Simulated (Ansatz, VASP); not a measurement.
Two plane-wave programs on P

```
P
1.0
     3.31750    0.00000    0.00000
     0.00000   11.64459    0.00000
     0.00000    0.00000    4.57977
P
8
Cartesian
  0.8293 1.8546 0.7446
  2.4881 3.9677 3.0345
  0.8293 9.7900 3.8352
  0.8294 7.6769 3.0345
  0.8294 3.9677 1.5453
  2.4882 1.8546 3.8352
  2.4882 9.7900 0.7446
  2.4881 7.6769 1.5453
```

Alike in both runs: functional PBE; k mesh 6 × 4 × 4; occupations gaussian, width 0.1 eV; no spin polarisation.

Ansatz relaxed the structure, and its values are those at the end. VASP's run is a single point on that final structure, the one shown.

|  | VASP | Ansatz |
| --- | --- | --- |
| version | VASP 6.6.1 | Ansatz 0.2.0 |
| potentials or method | VASP PAW PBE potentials, release 64 (P), cutoff 520 eV | scalar-relativistic, plane waves, PAW |
| valence electrons in the cell | 40 | 40 |

Ansatz gave:

```
gap on the k mesh at the Fermi level (eV) : 0.12
least direct gap on the mesh (eV)         : 0.16
pressure (GPa)                            : 0.0
rms of the force components (eV/Å)        : 0.008
```

Problem. Estimate VASP's values.

Solution. gap on the k mesh at the Fermi level (eV): 0.12; least direct gap on the mesh (eV): 0.17; pressure (GPa): -0.3; rms of the force components (eV/Å): 0.022.
